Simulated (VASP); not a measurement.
Wanted: the native input for a VASP 6.6.1 run.

```yaml
Task: single point
Functional: r2SCAN
Potentials_or_basis: VASP PAW PBE potentials, release 64 (Cr_pv, O, Fe)
Cutoff: 520 eV
k_mesh: 7 × 7 × 2
Occupations: fermi-dirac, width 0.1 eV
Spin: no spin polarisation
Dipole_correction: no
Further_INCAR_settings: ALGO = Normal; EDIFF = 1e-06; NBANDS = 42
```

Crystal: CrFeO2.

```
Cr O Fe
1.0
     1.36251    2.35993    0.00000
    -1.36251    2.35993    0.00000
     0.00000    0.00000   11.80484
Cr O Fe
2 4 2
Direct
  0.33333 0.33333 0.25000
  0.66667 0.66667 0.75000
  0.33333 0.33333 0.09406
  0.66667 0.66667 0.59406
  0.33333 0.33333 0.40594
  0.66667 0.66667 0.90594
  0.00000 0.00000 0.00000
  0.00000 0.00000 0.50000
```

One way to write it, as run:

POSCAR

```
CrFeO2
1.0
    1.3625051157      2.3599280859      0.0000000000
   -1.3625051157      2.3599280859      0.0000000000
    0.0000000000      0.0000000000     11.8048415009
Cr O Fe
2 4 2
Direct
    0.3333333333      0.3333333333      0.2500000000
    0.6666666667      0.6666666667      0.7500000000
    0.3333333333      0.3333333333      0.0940578914
    0.6666666667      0.6666666667      0.5940578914
    0.3333333333      0.3333333333      0.4059421086
    0.6666666667      0.6666666667      0.9059421086
    0.0000000000      0.0000000000      0.0000000000
    0.0000000000      0.0000000000      0.5000000000
```

INCAR.step1

```
SYSTEM = CrFeO2
PREC     = Accurate       ! precision mode
ENCUT    = 520            ! plane-wave cutoff, eV
ISMEAR   = -1             ! smearing method
SIGMA    = 0.1            ! smearing width, eV
LREAL    = .False.        ! projectors in reciprocal space
LASPH    = .True.         ! aspherical terms in the spheres
NELM     = 100            ! most SCF steps
NBANDS   = 42             ! bands
GGA      = PE             ! functional
ALGO     = Normal         ! electronic algorithm
EDIFF    = 1E-4           ! SCF threshold, eV
LWAVE    = .True.         ! write WAVECAR
LCHARG   = .False.        ! write CHGCAR
```

INCAR.step2

```
SYSTEM = CrFeO2
PREC     = Accurate       ! precision mode
ENCUT    = 520            ! plane-wave cutoff, eV
EDIFF    = 1E-6           ! SCF threshold, eV
ISMEAR   = -1             ! smearing method
SIGMA    = 0.1            ! smearing width, eV
LREAL    = .False.        ! projectors in reciprocal space
LASPH    = .True.         ! aspherical terms in the spheres
NELM     = 100            ! most SCF steps
ALGO     = Normal         ! electronic algorithm
ISIF     = 2              ! what is computed and relaxed
LWAVE    = .False.        ! write WAVECAR
LCHARG   = .False.        ! write CHGCAR
METAGGA  = R2SCAN         ! meta-GGA
LMIXTAU  = .True.       
NBANDS   = 42             ! bands
ISTART   = 1
```

KPOINTS

```
Automatic mesh
0
Gamma
  7 7 2
  0 0 0
```

Potentials or basis: VASP PAW PBE potentials, release 64 (Cr_pv, O, Fe).

Run with:

```bash
$ cat potpaw_PBE.64/Cr_pv/POTCAR potpaw_PBE.64/O/POTCAR potpaw_PBE.64/Fe/POTCAR > POTCAR
$ cp INCAR.step1 INCAR
$ mpirun -np 1 vasp_std > vasp.out
$ cp INCAR.step2 INCAR
$ mpirun -np 1 vasp_std > vasp.out
```

Results of the run:

* Pressure: 2.0 GPa
* Largest force: 0.167 eV/Å
* Band gap on the k mesh: zero (bands 32 and 33 overlap by 0.63 eV)

Caveat: the k points lie up to 0.38 Å⁻¹ apart, too coarse for converged energies and pressures of a metal; the PAW data sets were made with another functional, which shifts forces and pressure a little; the run has no spin polarisation, though such a crystal can be magnetic; semilocal functionals often make such compounds metallic where correlation or magnetic order opens a gap, which also shifts bond lengths.

Wall time 4.3 min on 1 thread of Intel(R) Xeon(R) 6975P-C (Granite Rapids) (shared host), peak memory 0.21 GiB.
